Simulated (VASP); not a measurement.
Ag, 1 atom in the cell. It takes space group Fm-3m (No. 225, cubic). Conventional cell: a = 4.151 Å, b = 4.151 Å, c = 4.151 Å, α = 90.00°, β = 90.00°, γ = 90.00°. Ag (site symmetry m-3m) has 12 Ag at 2.94 Å within 3.9 Å. 

* Program: VASP 6.6.1
* Task: single point
* Functional: PBE
* Potentials or basis: VASP PAW PBE potentials, release 64 (Ag)
* Cutoff: 520 eV
* k mesh: 8 × 8 × 8
* Occupations: gaussian, width 0.1 eV
* Spin: no spin polarisation
* Dipole correction: no
* Further INCAR settings: ALGO = Normal; EDIFF = 1e-06; NBANDS = 12

Potentials or basis: VASP PAW PBE potentials, release 64 (Ag).

Command:

```bash
$ cat potpaw_PBE.64/Ag/POTCAR > POTCAR
$ mpirun -np 1 vasp_std > vasp.out
```

Hardware: 1 thread of Intel(R) Xeon(R) 6975P-C (Granite Rapids) (shared host).

Problem. How long does it take, and how much memory?

Solution. Wall time 3.2 s on 1 thread of Intel(R) Xeon(R) 6975P-C (Granite Rapids), with other jobs on the host, peak memory 0.14 GiB. Counts: scf iterations 11, k points 29.
